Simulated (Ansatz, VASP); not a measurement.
**NaF: VASP beside Ansatz**

File INCAR:

```
  PREC = Accurate
  ENCUT = 520
  EDIFF = 1E-6
  ISMEAR = 0
  SIGMA = 0.01
  LREAL = False
  LASPH = True
  NELM = 60
  ALGO = Normal
  ISIF = 2
  LWAVE = False
  LCHARG = False
  GGA = PS
  NBANDS = 14
```

Contents of KPOINTS:

```
Automatic mesh
0
Gamma
  8 8 8
```

POSCAR

```
NaF
1.0
    2.2613454512      2.2613454512      0.0000000000
   -2.2613454512      2.2613454512      0.0000000000
    0.0000000000      2.2613454512      2.2613454512
Na F
1 1
Direct
    0.0000000000      0.0000000000      0.0000000000
    0.5000000000      0.5000000000      0.0000000000
```

Input for Ansatz:

```yaml
crystal:
  lattice:
    - [2.26134545123, 2.26134545123, 0.0]
    - [-2.26134545123, 2.26134545123, 0.0]
    - [0.0, 2.26134545123, 2.26134545123]
  atoms:
    - { symbol: Na, position: [0.0, 0.0, 0.0] }
    - { symbol: F, position: [0.5, 0.5, 0.0] }
kpoints:
  mp_grid: { grid: [8, 8, 8] }
scf:
  occupations: { method: fixed }
  convergence: { dr2_threshold: 1.0e-10 }
hamiltonian:
  xc: pbesol
  pseudopotentials: { kind: all_electron, lapw: { basis_error: 0.0005 } }
output:
  forces: true
  stress: true
  eigenstates:
    kpoints:
      - [0.0, 0.0, 0.0]
      - [-0.5, -0.5, -0.5]
      - [-0.5, 0.5, 0.0]
      - [0.0, 0.0, -0.5]
      - [0.0, -0.5, -0.5]
      - [0.0, 0.5, 0.0]
      - [-0.5, 0.0, 0.0]
      - [-0.5, 0.0, -0.5]
  eigenvalues: true
```

Alike in both runs: task single point; functional PBEsol; k mesh 8 × 8 × 8; no spin polarisation.

|  | VASP | Ansatz |
| --- | --- | --- |
| version | VASP 6.6.1 | Ansatz 0.2.0 |
| potentials or method | VASP PAW PBE potentials, release 64 (Na_pv, F), cutoff 520 eV | all-electron LAPW, scalar-relativistic |
| occupations | gaussian, width 0.01 eV | fixed |

VASP gave:

* gap on the k mesh at the Fermi level (eV): 6.56
* pressure (GPa): 4.0

Q: What did Ansatz give for the same quantities?

A: gap on the k mesh at the Fermi level (eV): 6.57; pressure (GPa): 4.0.

VASP's potentials were made for PBE, not for PBEsol. Ansatz ran all-electron here, and VASP with PAW potentials.
